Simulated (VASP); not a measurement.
A run of VASP 6.6.1 is set up as follows.

Contents of INCAR:

```
  PREC = Accurate
  ENCUT = 600
  EDIFF = 1E-6
  ISMEAR = 0
  SIGMA = 0.1
  LREAL = F
  LASPH = T
  NELM = 200
  ALGO = Normal
  ISIF = 2
  LWAVE = F
  LCHARG = F
  LMAXMIX = 4
  LDAU = T
  LDAUTYPE = 2
  LDAUL = 2 -1
  LDAUU = 3.6 0
  LDAUJ = 0 0
  LDAUPRINT = 1
  NBANDS = 23
  GGA_COMPAT = F
```

File KPOINTS:

```
regular mesh
0
Gamma
  3 3 2
```

POSCAR

```
NiSb
1.0
    3.9660934360      0.0000000000      0.0000000000
   -1.9830467180      3.4347376694      0.0000000000
    0.0000000000      0.0000000000      5.1740407271
Ni Sb
2 2
Direct
    0.0000000000      0.0000000000      0.0000000000
    0.0000000000      0.0000000000      0.5000000000
    0.3333333333      0.6666666667      0.2500000000
    0.6666666667      0.3333333333      0.7500000000
```

Potentials or basis: VASP PAW LDA potentials, release 64 (Ni, Sb).

Launch:

```bash
$ cat potpaw_LDA.64/Ni/POTCAR potpaw_LDA.64/Sb/POTCAR > POTCAR
$ mpirun -np 1 vasp_std > vasp.out
```

Task: Predict the band gap on the k mesh.

Result: Zero (bands 15 and 16 overlap by 3.61 eV).

Task: What does it give for the pressure?

Result: -9.3 GPa.

Eigenvalues of the final occupation matrices:
```
    site  spin  trace               eigenvalues
site 1 d     1   4.35  0.82 0.82 0.89 0.91 0.91
site 1 d     2   4.35  0.82 0.82 0.89 0.91 0.91
site 2 d     1   4.35  0.82 0.82 0.89 0.91 0.91
site 2 d     2   4.35  0.82 0.82 0.89 0.91 0.91
```

Caveat: the k points lie up to 0.61 Å⁻¹ apart, too coarse for converged energies and pressures of a metal; spin-orbit coupling is left out, which moves the levels of the heavy elements; U without spin polarisation on a metal has little footing; the U is typed as a test and isn't derived for this compound. Spin polarisation is off, so any magnetic state and its effect on volume and gap are missing.
